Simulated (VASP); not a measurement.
# NaF: single point with PBE

NaF:

```
Na F
1.0
     0.00000    2.33716    2.33716
     2.33716    0.00000    2.33716
     2.33716    2.33716    0.00000
Na F
1 1
Direct
  0.00000 0.00000 0.00000
  0.50000 0.50000 0.50000
```

```
Program                : VASP 6.6.1
Task                   : single point
Functional             : PBE
Potentials or basis    : VASP PAW PBE potentials, release 64 (Na_pv, F)
Cutoff                 : 520 eV
k mesh                 : 12 × 12 × 12
Occupations            : gaussian, width 0.05 eV
Spin                   : no spin polarisation
Dipole correction      : no
Further INCAR settings : ALGO = Normal; EDIFF = 1e-06; NBANDS = 14
```

```
Pressure               : 0.7 GPa
Band gap on the k mesh : 6.16 eV, direct
```

Levels at points of the mesh, in eV from the valence-band top:
| k point | band 5 | band 6 | band 7 | band 8 | band 9 | band 10 |
| --- | --- | --- | --- | --- | --- | --- |
| (0.00, 0.00, 0.00) | 0.00 | 0.00 | 0.00 | 6.16 | 18.79 | 18.79 |
| (0.50, 0.00, 0.00) | -1.53 | -0.24 | -0.24 | 10.62 | 12.25 | 19.83 |
| (0.50, 0.50, 0.00) | -1.23 | -0.39 | -0.39 | 12.94 | 13.21 | 13.35 |

It took 22 s on 1 thread of Intel(R) Xeon(R) Platinum 8259CL CPU @ 2.50GHz (Skylake/Cascade Lake), with other jobs on the host, peak memory 0.16 GiB.

A k mesh can miss the band edges. Expect the measured gap to be larger: semilocal functionals such as PBE lack the derivative discontinuity.
